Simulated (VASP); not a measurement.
Input of a VASP 6.6.1 run:

File INCAR:

```
SYSTEM = Be
PREC = Accurate
ENCUT = 520
EDIFF = 1E-7
ISMEAR = 0
SIGMA = 0.1
LREAL = .FALSE.
LASPH = .TRUE.
NELM = 60
ALGO = Normal
ISIF = 2
LWAVE = .FALSE.
LCHARG = .FALSE.
GGA = PS
NBANDS = 9
```

The input KPOINTS:

```
Automatic mesh
0
G
  24 24 12
  0 0 0
```

POSCAR

```
Be
1.0
    2.2807102084      0.0000000000      0.0000000000
   -1.1403551042      1.9751529791      0.0000000000
    0.0000000000      0.0000000000      3.5846475391
Be
2
Direct
    0.3333333333      0.6666666667      0.2500000000
    0.6666666667      0.3333333333      0.7500000000
```

Potentials or basis: VASP PAW PBE potentials, release 64 (Be).

The run is started by

```sh
$ cat potpaw_PBE.64/Be/POTCAR > POTCAR
$ mpirun -np 1 vasp_std > vasp.out
```

(1) What does it give for the band gap on the k mesh?

(2) Predict the pressure.

## Answers

(1) zero (bands 2 and 3 overlap by 2.06 eV).

(2) -3.1 GPa.

Caveat: the cell stands under tension; the PAW data sets were made with another functional, which shifts forces and pressure a little.
